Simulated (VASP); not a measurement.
A run of VASP 6.6.1:

File INCAR:

```
SYSTEM = K
  PREC = Accurate
  ENCUT = 520
  EDIFF = 1E-6
  ISMEAR = 0
  SIGMA = 0.15
  LREAL = .False.
  LASPH = .True.
  NELM = 100
  ALGO = Fast
  ISIF = 2
  LWAVE = .False.
  LCHARG = .False.
  GGA = PS
  NBANDS = 10
```

The input KPOINTS:

```
Automatic mesh
0
Gamma
  14 14 14
  0 0 0
```

File POSCAR:

```
K
1.0
   -3.0222602326      3.0222602326      1.9644691512
    3.0222602326     -3.0222602326      1.9644691512
    3.0222602326      3.0222602326     -1.9644691512
K
1
Direct
    0.0000000000      0.0000000000      0.0000000000
```

Potentials or basis: VASP PAW PBE potentials, release 64 (K_sv).

Run with:

```console
$ cat potpaw_PBE.64/K_sv/POTCAR > POTCAR
$ mpirun -np 1 vasp_std > vasp.out
```

Hardware: 1 thread of Intel Xeon 6975P-C, on a shared host.

Q: How long does it take, and how much memory?

A: Wall time 2.3 min on 1 thread of Intel Xeon 6975P-C, on a shared host, peak memory 0.32 GiB. Counts: scf iterations 12, k points 244.
